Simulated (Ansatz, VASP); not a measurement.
## Two plane-wave programs on BeB3Cl2

```
CELL_PARAMETERS angstrom
3.08881 1.78332 2.52200
-3.08881 1.78332 2.52200
0.00000 -3.56665 2.52200
ATOMIC_POSITIONS crystal
Be 0.50000 0.50000 0.50000
B 0.00000 0.50000 0.00000
B 0.50000 0.00000 0.00000
B 0.00000 0.00000 0.50000
Cl 0.75000 0.75000 0.75000
Cl 0.25000 0.25000 0.25000
```

Alike in both runs: task single point; functional PBE; k mesh 4 × 4 × 4; occupations gaussian, width 0.1 eV; no spin polarisation.

```csv
,VASP,Ansatz
version,VASP 6.6.1,Ansatz 0.2.0
potentials or method,"VASP PAW PBE potentials, release 64 (Be, B, Cl), cutoff 520 eV","scalar-relativistic, plane waves, PAW"
valence electrons in the cell,25,25
```

```tsv
	VASP	Ansatz	Ansatz less VASP
gap on the k mesh at the Fermi level (eV)	none	none	-
pressure (GPa)	1.9	1.5	-0.40
traceless stress, the component that is largest in VASP (GPa)	-5.36	-5.04	+0.324
rms of the force components (eV/Å)	0.065	0.085	+0.0195
```

Atom by atom the forces differ by 0.020 eV/Å (rms over components). A gap of «none» marks a metal or a gap that the smearing closes.
